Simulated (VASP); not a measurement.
# SnPb3S4 (Cmmm) in VASP: notebook

Runs on SnPb3S4. Level: PBE. Tasks: single point.

Program: VASP 6.6.1. These are calculated values, not measurements. Logs are shortened: lines on timing, memory, paths and dates and some standing lists are left out, and cuts for length are marked.

## Step 1: The cell of the first run

It takes space group Cmmm (No. 65, orthorhombic). The conventional cell has a = 8.444 Å, b = 11.943 Å, c = 4.223 Å, α = 90.00°, β = 90.00°, γ = 90.00°. Within 3.9 Å of Sn (site symmetry mmm) lie 6 S at 2.95 Å. Pb (site symmetry 2/m) has 6 S at 2.99 Å within 3.9 Å. Within 4.0 Å of Pb (site symmetry mmm) lie 6 S at 3.02 Å. S (site symmetry 2mm) has 2 Sn at 2.95 Å and 4 Pb at 2.99 to 3.02 Å within 3.9 Å. Within 3.9 Å of S (site symmetry m2m) lie 1 Sn at 2.95 Å and 5 Pb at 2.99 to 3.02 Å.

## Step 2: Single point, PBE

File INCAR:

```
SYSTEM = SnPb3S4
PREC = Accurate
ENCUT = 520
EDIFF = 1E-6
ISMEAR = 0
SIGMA = 0.01
LREAL = .False.
LASPH = .True.
NELM = 60
ALGO = Normal
ISIF = 2
LWAVE = .False.
LCHARG = .True.
GGA = PE
LELF = .True.
LVHAR = .True.
NBANDS = 50
```

File KPOINTS:

```
Automatic mesh
0
Gamma
  6 6 8
  0 0 0
```

File POSCAR:

```
SnPb3S4
1.0
    4.2222416474     -5.9714614921      0.0000000000
    4.2222416474      5.9714614921      0.0000000000
    0.0000000000      0.0000000000      4.2227603751
Sn Pb S
1 3 4
Direct
    0.0000000000      0.0000000000      0.5000000000
    0.0000000000      0.5000000000      0.0000000000
    0.5000000000      0.5000000000      0.5000000000
    0.5000000000      0.0000000000      0.0000000000
    0.7553445399      0.7553445399      0.0000000000
    0.7527165316      0.2472834684      0.5000000000
    0.2472834684      0.7527165316      0.5000000000
    0.2446554601      0.2446554601      0.0000000000
```

Potentials or basis: VASP PAW PBE potentials, release 64 (Sn_d, Pb_d, S).

Started as:

```bash
$ cat potpaw_PBE.64/Sn_d/POTCAR potpaw_PBE.64/Pb_d/POTCAR potpaw_PBE.64/S/POTCAR > POTCAR
$ mpirun -np 1 vasp_std > vasp.out
```

OUTCAR:

```text
SYSTEM = SnPb3S4
   PREC = Accurate
   ENCUT = 520
   EDIFF = 1E-6
   ISMEAR = 0
   LREAL = .False.
   LASPH = .True.
   NELM = 60
   ISIF = 2
   GGA = PE

 ion  position               nearest neighbor table
   1  0.000  0.000  0.500-   6 2.95   7 2.95   5 2.95   8 2.95   5 2.95   8 2.95
   2  0.000  0.500  0.000-   6 2.99   7 2.99   6 2.99   7 2.99   5 2.99   8 2.99
   3  0.500  0.500  0.500-   5 3.02   8 3.02   5 3.02   8 3.02   7 3.02   6 3.02
   4  0.500  0.000  0.000-   6 2.99   7 2.99   6 2.99   7 2.99   5 2.99   8 2.99
   5  0.755  0.755  0.000-   1 2.95   1 2.95   4 2.99   2 2.99   3 3.02   3 3.02
   6  0.753  0.247  0.500-   1 2.95   2 2.99   4 2.99   2 2.99   4 2.99   3 3.02
   7  0.247  0.753  0.500-   1 2.95   2 2.99   4 2.99   2 2.99   4 2.99   3 3.02
   8  0.245  0.245  0.000-   1 2.95   1 2.95   4 2.99   2 2.99   3 3.02   3 3.02

  LATTYP: Found a base centered orthorhombic cell.
 ALAT       =     8.4444832948
 B/A-ratio  =     1.4142870046
 C/A-ratio  =     0.5000614280

  Lattice vectors:

 A1 = (   4.2222416474,  -5.9714614921,   0.0000000000)
 A2 = (   4.2222416474,   5.9714614921,   0.0000000000)
 A3 = (   0.0000000000,   0.0000000000,   4.2227603751)

Analysis of symmetry for initial positions (statically):
=====================================================================
 Subroutine PRICEL returns:
 Original cell was already a primitive cell.

 Routine SETGRP: Setting up the symmetry group for a
 base centered orthorhombic supercell.

 Subroutine GETGRP returns: Found  8 space group operations
 (whereof  8 operations were pure point group operations)
 out of a pool of  8 trial point group operations.

The static configuration has the point symmetry D_2h.

Analysis of symmetry for dynamics (positions and initial velocities):
=====================================================================
 Subroutine PRICEL returns:
 Original cell was already a primitive cell.

 Routine SETGRP: Setting up the symmetry group for a
 base centered orthorhombic supercell.

 Subroutine GETGRP returns: Found  8 space group operations
 (whereof  8 operations were pure point group operations)
 out of a pool of  8 trial point group operations.

The dynamic configuration has the point symmetry D_2h.

 Subroutine INISYM returns: Found  8 space group operations
 (whereof  8 operations are pure point group operations),
 and found     1 'primitive' translations

----------------------------------------------------------------------------------------

                                     Primitive cell

  volume of cell :     212.9365

[... 109 lines left out ...]
   TEBEG  =    0.0;   TEEND  =   0.0 temperature during run
   PSTRESS=    0.0 pullay stress
   NELECT =      80.0000    total number of electrons
   NUPDOWN=      -1.0000    fix difference up-down
   EMIN   =  10.00;   EMAX   =-10.00  energy-range for DOS
   EFERMI =   0.00;   METHOD = LEGACY
   ISMEAR =     0;   SIGMA  =   0.01  broadening in eV -4-tet -1-fermi 0-gaus
   EFERMI_NEDOS =   21; number of points for ismear=-14 and -15
   IALGO  =     38    algorithm
   IMIX   =      4    mixing-type and parameters
     AMIX     =   0.40;   BMIX     =  1.00
     AMIX_MAG =   1.60;   BMIX_MAG =  1.00
  volume/ion in A,a.u.               =      26.62       179.62
  Fermi-wavevector in a.u.,A,eV,Ry     =   1.181285  2.232305 18.986043  1.395435
  Thomas-Fermi vector in A             =   2.317562
   LORBIT       =      0    0 simple, 1 ext, 2 COOP (PROOUT), +10 PAW based schemes
   GGA     = PE    functional components
   LHFCALC =     F    Hartree Fock is set to
   AEXX    =    0.0000 exact exchange contribution
   IVDW    =     0    specifies the selected vdW correction
   LEPSILON=     F    determine dielectric tensor
   LRPA    =     F    only Hartree local field effects (RPA)
 non-spin polarized calculation
 Gauss-broadening in eV      SIGMA  =   0.01
  energy-cutoff  :      520.00
  volume of cell :      212.94
 maximum number of plane-waves:      5803
   NGX = 27   NGY = 27   NGZ = 15

 number of electron      80.0000018 magnetization

 Free energy of the ion-electron system (eV)
  ---------------------------------------------------
  ext. energy  EPLUGINS =         0.00000000
  ---------------------------------------------------
  free energy    TOTEN  =       -35.05744891 eV

  energy without entropy =      -35.05744857  energy(sigma->0) =      -35.05744874

 E-fermi :   5.8606     XC(G=0):  -9.5447

 val. band max:        5.8387513039   @ k =   0.5000   0.5000   0.5000
 cond. band min:       5.8827133534   @ k =   0.5000   0.5000   0.5000
 fundamental gap:      0.0439620495
 Fermi energy:         5.8605512208

 k-point     1 :       0.0000    0.0000    0.0000
  band No.  band energies     occupation
      1     -15.8670      2.00000
      2     -15.8631      2.00000
      3     -15.8611      2.00000
      4     -15.8568      2.00000
      5     -15.8559      2.00000
      6     -11.3958      2.00000
[... 1261 lines left out ...]
     49       9.5962      0.00000
     50       9.6676      0.00000

 [... further k-points ...]

------------------------ aborting loop because EDIFF is reached ----------------------------------------

  FORCE on cell =-STRESS in cart. coord.  units (eV):
  Direction    XX          YY          ZZ          XY          YZ          ZX
  --------------------------------------------------------------------------------------
  -------------------------------------------------------------------------------------
  Total       -0.0728264     -0.0773694     -0.0807472     -0.0000000      0.0000000      0.0000000
  in kB       -0.5479605     -0.5821426     -0.6075584     -0.0000000      0.0000000      0.0000000
  external PRESSURE =      -0.5792205 kB  Pullay stress =       0.0000000 kB

 VOLUME and BASIS-vectors are now :
 -----------------------------------------------------------------------------
  energy-cutoff  :      520.00
  volume of cell :      212.94
      direct lattice vectors                 reciprocal lattice vectors
     4.222241647 -5.971461492  0.000000000     0.118420508 -0.083731596  0.000000000
     4.222241647  5.971461492  0.000000000     0.118420508  0.083731596  0.000000000
     0.000000000  0.000000000  4.222760375     0.000000000  0.000000000  0.236811922

 POSITION                                       TOTAL-FORCE (eV/Angst)
 -----------------------------------------------------------------------------------
      0.00000      0.00000      2.11138        -0.000000      0.000000      0.000000
      2.11112      2.98573      0.00000        -0.000000      0.000000      0.000000
      4.22224      0.00000      2.11138        -0.000000     -0.000000      0.000000
      2.11112     -2.98573      0.00000        -0.000000     -0.000000      0.000000
      6.37849      0.00000      0.00000        -0.001793      0.000000      0.000000
      4.22224     -3.01817      2.11138        -0.000000      0.000263      0.000000
      4.22224      3.01817      2.11138        -0.000000     -0.000263      0.000000
      2.06599      0.00000      0.00000         0.001793      0.000000      0.000000
 -----------------------------------------------------------------------------------
    total drift:                               -0.000000     -0.000000      0.000000

  FREE ENERGIE OF THE ION-ELECTRON SYSTEM (eV)
  ---------------------------------------------------
  free  energy   TOTEN  =       -35.0574489127 eV

  energy  without entropy=      -35.0574485686  energy(sigma->0) =      -35.05744874
```

OSZICAR:

```text
N       E                     dE             d eps       ncg     rms          rms(c)
DAV:   1     0.949840178698E+03    0.94984E+03   -0.36335E+04  6580   0.182E+03
DAV:   2     0.123150231227E+03   -0.82669E+03   -0.79979E+03  6516   0.514E+02
DAV:   3    -0.249424154382E+02   -0.14809E+03   -0.14003E+03  8228   0.221E+02
DAV:   4    -0.364288294707E+02   -0.11486E+02   -0.11281E+02  7960   0.601E+01
DAV:   5    -0.369577493648E+02   -0.52892E+00   -0.52737E+00  9328   0.133E+01    0.930E+00
DAV:   6    -0.350066993480E+02    0.19511E+01   -0.43989E+00  9032   0.104E+01    0.611E+00
DAV:   7    -0.350479240567E+02   -0.41225E-01   -0.10081E+00  8662   0.334E+00    0.371E+00
DAV:   8    -0.350676442455E+02   -0.19720E-01   -0.13657E-01  8996   0.278E+00    0.110E+00
DAV:   9    -0.350561504977E+02    0.11494E-01   -0.33077E-02  9152   0.126E+00    0.256E-01
DAV:  10    -0.350573417226E+02   -0.11912E-02   -0.47478E-03  8698   0.290E-01    0.175E-01
DAV:  11    -0.350574500608E+02   -0.10834E-03   -0.31099E-04  8640   0.145E-01    0.231E-02
DAV:  12    -0.350574488802E+02    0.11806E-05   -0.32567E-05  8948   0.373E-02    0.101E-02
DAV:  13    -0.350574489127E+02   -0.32409E-07   -0.23524E-06  5976   0.108E-02
   1 F= -.35057449E+02 E0= -.35057449E+02  d E =-.344033E-06
```

Wall time 6.9 min (1 thread of Intel Xeon Platinum 8488C (Sapphire Rapids), shared host); peak memory 0.69 GiB.

Results:

| Item | Value |
| --- | --- |
| Free energy | -35.0574 eV |
| Pressure | -0.1 GPa |
| Band gap on the k mesh | 0.04 eV |

Caveat: spin-orbit coupling is left out, which moves the levels of the heavy elements. A k mesh can miss the band edges.

## Step 3: Single point, PBE

This run uses another cell than the first one, of 26.93 Å³/atom.

File INCAR:

```
PREC = Accurate
ENCUT = 520
EDIFF = 1E-6
ISMEAR = 0
SIGMA = 0.1
LREAL = F
LASPH = T
NELM = 60
ALGO = Normal
ISIF = 2
LWAVE = F
LCHARG = F
GGA = PE
NBANDS = 50
```

File KPOINTS:

```
Automatic mesh
0
Gamma
  4 4 4
```

File POSCAR:

```
SnPb3S4
1.0
    4.2392217700     -5.9951649300      0.0000000000
    4.2392217700      5.9951649300      0.0000000000
    0.0000000000      0.0000000000      4.2392217700
Sn Pb S
1 3 4
Direct
    0.0000000000      0.0000000000      0.5000000000
    0.0000000000      0.5000000000      0.0000000000
    0.5000000000      0.5000000000      0.5000000000
    0.5000000000      0.0000000000      0.0000000000
    0.7500000000      0.7500000000      0.0000000000
    0.7500000000      0.2500000000      0.5000000000
    0.2500000000      0.7500000000      0.5000000000
    0.2500000000      0.2500000000      0.0000000000
```

Potentials or basis: VASP PAW PBE potentials, release 64 (Sn_d, Pb_d, S).

Started as:

```bash
$ cat potpaw_PBE.64/Sn_d/POTCAR potpaw_PBE.64/Pb_d/POTCAR potpaw_PBE.64/S/POTCAR > POTCAR
$ mpirun -np 1 vasp_std > vasp.out
```

Run time: 3 min. Hardware: 1 thread of AMD EPYC 7R43 (Zen 3), shared host; peak memory 0.38 GiB.

Results (log left out):

```yaml
Free_energy: -35.0428 eV
Pressure: -0.7 GPa
Largest_force: 0.237 eV/Å
Band_gap_on_the_k_mesh: 0.13 eV
```

Forces in eV/Å, atoms in the order of the input:
```
Sn   0.000  0.000  0.000
Pb   0.000  0.000  0.000
Pb   0.000  0.000  0.000
Pb   0.000  0.000  0.000
S    0.237  0.000  0.000
S    0.000 -0.167  0.000
S    0.000  0.167  0.000
S   -0.237  0.000  0.000
```

Levels at points of the mesh, in eV from the valence-band top:
```tsv
k point	band 36	band 37	band 38	band 39	band 40	band 41	band 42	band 43	band 44	band 45
(0.00, 0.00, 0.00)	-2.00	-1.93	-1.93	-0.33	0.00	0.13	0.16	1.59	1.65	1.72
(0.50, 0.00, 0.00)	-2.17	-2.14	-2.14	-1.41	-1.24	2.00	2.18	2.48	2.57	2.75
(0.50, 0.50, 0.00)	-2.04	-1.91	-1.84	-1.05	-0.82	1.10	1.21	2.02	2.02	2.16
(0.00, 0.00, 0.50)	-2.04	-1.26	-1.24	-1.05	-0.76	1.09	1.21	1.77	1.95	2.02
(0.50, 0.00, 0.50)	-2.88	-2.41	-2.40	-2.38	-2.08	2.49	2.52	2.55	2.59	3.28
(0.50, 0.50, 0.50)	-2.00	-1.93	-1.93	-0.32	0.00	0.13	0.16	1.60	1.65	1.72
```

Caveat: spin-orbit coupling is left out, which moves the levels of the heavy elements. A k mesh can miss the band edges.
